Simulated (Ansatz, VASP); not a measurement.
# Al2B2As: VASP beside Ansatz

```
Al B As
1.0
     2.79911    0.00000    0.00000
    -1.39955    2.42410    0.00000
     0.00000    0.00000   11.27838
Al B As
2 2 1
Direct
  0.00000 0.00000 0.23676
  0.00000 0.00000 0.76324
  0.00000 0.00000 0.57209
  0.00000 0.00000 0.42791
  0.00000 0.00000 0.00000
```

Alike in both runs: functional PBE; k mesh 6 × 6 × 4; occupations gaussian, width 0.1 eV; no spin polarisation.

Ansatz relaxed the structure, and its values are those at the end. VASP's run is a single point on that final structure, the one shown.

|  | VASP | Ansatz |
| --- | --- | --- |
| version | VASP 6.6.1 | Ansatz 0.2.0 |
| potentials or method | VASP PAW PBE potentials, release 64 (Al, B, As), cutoff 520 eV | scalar-relativistic, plane waves, PAW |
| valence electrons in the cell | 17 | 27 |

Ansatz gave:

```
gap on the k mesh at the Fermi level (eV) : none
pressure (GPa)                            : 0.0
rms of the force components (eV/Å)        : 0.004
```

What did VASP give for the same quantities?

gap on the k mesh at the Fermi level (eV): none; pressure (GPa): 0.1; rms of the force components (eV/Å): 0.007.

A gap of «none» marks a metal or a gap that the smearing closes. VASP's potentials hold 17 valence electrons a cell and Ansatz's 27, so a difference there can come from the potentials and not from the codes.

The k mesh is coarse, so the values compare programs but aren't converged.
